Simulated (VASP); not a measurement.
Runs of VASP 6.6.1 on TePb. The structure is that of space group Fm-3m (No. 225), or close to it. The cells are those of the table. 

| level | spin | cell | k mesh | smearing | gap on the mesh (eV) | pressure (GPa) |
| --- | --- | --- | --- | --- | --- | --- |
| PBE | off | a = 4.529 Å, angles 60.0°, 2 atoms | 4 × 4 × 4 | gaussian 0.01 eV | 0.68 | 3.5 |
| PBE | off | a = 4.529 Å, angles 60.0°, 2 atoms | 8 × 8 × 8 | fermi-dirac 0.02 eV | 0.68 | 3.4 |
| r2SCAN | non-collinear, zero start, SOC | a = 4.529 Å, angles 60.0°, 2 atoms | 8 × 8 × 8 | fermi-dirac 0.02 eV | - | (b) |
| PBE | off | a = 4.575 Å, angles 60.0°, 2 atoms | 4 × 4 × 4 | gaussian 0.01 eV | (a) | 1.9 |
| PBE | off | a = 4.483 Å, angles 60.0°, 2 atoms | 8 × 8 × 8 | fermi-dirac 0.02 eV | 0.60 | 5.2 |

Alike in all rows: task single point; potentials or basis VASP PAW PBE potentials, release 64 (Pb_d, Te); cutoff (eV) 520.

Q: Estimate the missing entries.

A: (a) 0.74; (b) 2.8.

Caveats: some runs use coarse meshes; spin-orbit coupling is left out, which moves the levels of the heavy elements (some runs); the PAW data sets were made with another functional, which shifts forces and pressure a little (some runs).

A k mesh can miss the band edges, and rows without SOC leave out spin-orbit coupling on Pb, Te.
